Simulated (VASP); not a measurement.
A run of VASP 6.6.1 is set up as follows.

File POSCAR:

```
W
1.0
   -1.5679747010      1.5679747010      1.5679747010
    1.5679747010     -1.5679747010      1.5679747010
    1.5679747010      1.5679747010     -1.5679747010
W
1
Direct
    0.0000000000      0.0000000000      0.0000000000
```

File INCAR.step1:

```
PREC = Accurate
ENCUT = 520
EDIFF = 1E-5
ISMEAR = -1
SIGMA = 0.05
LREAL = False
LASPH = True
NELM = 60
ALGO = Normal
ISIF = 2
LWAVE = True
LCHARG = False
NBANDS = 13
GGA = PE
```

INCAR.step2

```
PREC = Accurate
ENCUT = 520
EDIFF = 1E-7
ISMEAR = -1
SIGMA = 0.05
LREAL = False
LASPH = True
NELM = 60
ALGO = Normal
ISIF = 2
LWAVE = False
LCHARG = False
GGA = PS
LHFCALC = True
AEXX = 0.25
HFSCREEN = 0.207
PRECFOCK = Normal
NBANDS = 13
ISTART = 1
```

Contents of KPOINTS:

```
regular mesh
0
Gamma
  6 6 6
```

Potentials or basis: VASP PAW PBE potentials, release 64 (W_sv).

Command:

```sh
$ cat potpaw_PBE.64/W_sv/POTCAR > POTCAR
$ cp INCAR.step1 INCAR
$ mpirun -np 1 vasp_std > vasp.out
$ cp INCAR.step2 INCAR
$ mpirun -np 1 vasp_std > vasp.out
```

(1) What does it give for the pressure?

(2) Estimate the band gap on the k mesh.

## Answers

(1) -0.3 GPa.

(2) zero (bands 7 and 8 overlap by 7.72 eV).

Caveat: the k points lie up to 0.47 Å⁻¹ apart, too coarse for converged energies and pressures of a metal; the PAW data sets were made with another functional, which shifts forces and pressure a little; spin-orbit coupling is left out, which moves the levels of the heavy elements.
